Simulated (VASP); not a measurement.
KCl, 4 atoms in the cell. The structure is tetragonal, space group I4mm (No. 107). The conventional cell has a = 4.511 Å, b = 4.511 Å, c = 6.380 Å, α = 90.00°, β = 90.00°, γ = 90.00°. Within 3.9 Å of K (site symmetry 4mm) lie 6 Cl at 2.95 to 3.43 Å. Cl (site symmetry 4mm) has 6 K at 2.95 to 3.43 Å within 3.9 Å.  This cell differs from its parent crystal: mode 4 frozen in at +0.000 Å and mode 9 at -0.124 Å (largest displacements).

| Item | Value |
| --- | --- |
| Program | VASP 6.6.1 |
| Task | single point |
| Functional | PBE |
| Potentials or basis | VASP PAW PBE potentials, release 64 (K_sv, Cl) |
| Cutoff | 520 eV |
| k mesh | 6 × 6 × 6 |
| Occupations | gaussian, width 0.05 eV |
| Spin | no spin polarisation |
| Dipole correction | no |
| Further INCAR settings | ALGO = Normal; EDIFF = 1e-07; NBANDS = 24 |

Potentials or basis: VASP PAW PBE potentials, release 64 (K_sv, Cl).

The run is started by

```sh
$ cat potpaw_PBE.64/K_sv/POTCAR potpaw_PBE.64/Cl/POTCAR > POTCAR
$ mpirun -np 1 vasp_std > vasp.out
```

Hardware: 1 thread of Intel(R) Xeon(R) 6975P-C (Granite Rapids), on a shared host.

Problem. How long does it take, and how much memory?

Solution. It took 2.2 min on 1 thread of Intel(R) Xeon(R) 6975P-C (Granite Rapids), on a shared host, peak memory 0.37 GiB. Counts: scf iterations 15, k points 68.
